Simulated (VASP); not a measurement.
Runs of VASP 6.6.1 on HfN. The structure is that of space group Fm-3m (No. 225), or close to it. The cells are those of the table. 

```tsv
task	cell	cutoff (eV)	gap on the mesh (eV)	pressure (GPa)
relaxation of cell and atoms	relaxed to -2 GPa from a = 3.190 Å, angles 60.0°, 2 atoms	600	none	-2.0
single point	a = 3.190 Å, angles 60.0°, 2 atoms	520	none	-4.1
single point	a = 3.176 Å, angles 60.0°, 2 atoms	520	none	(a)
relaxation of cell and atoms	relaxed from a = 3.190 Å, angles 60.0°, 2 atoms	600	none	0.0
single point	a = 3.183 Å, angles 60.0°, 2 atoms	520	none	(b)
single point	a = 3.165 Å, angles 60.0°, 2 atoms	520	none	2.9
single point	a = 3.148 Å, angles 60.0°, 2 atoms	520	none	7.9
relaxation of cell and atoms	relaxed to 5 GPa from a = 3.190 Å, angles 60.0°, 2 atoms	600	none	5.0
relaxation of cell and atoms	relaxed to 10 GPa from a = 3.190 Å, angles 60.0°, 2 atoms	600	none	9.9
relaxation of cell and atoms	relaxed to 2 GPa from a = 3.190 Å, angles 60.0°, 2 atoms	600	none	2.0
```

Alike in all rows: level PBEsol; potentials or basis VASP PAW PBE potentials, release 64 (Hf_pv, N); no spin polarisation; k mesh 10 × 10 × 10; smearing methfessel-paxton 0.1 eV.

**Question.** Estimate the missing entries.

**Answer.** (a) -0.2; (b) -2.1.

Caveats: the PAW data sets were made with another functional, which shifts forces and pressure a little; spin-orbit coupling is left out, which moves the levels of the heavy elements; the cell is relaxed towards a set pressure, so the enthalpy falls and the energy may rise (some runs).

A k mesh can miss the band edges, and the runs leave out spin-orbit coupling on Hf.

A gap of «none» marks levels without a gap at the run's occupations.
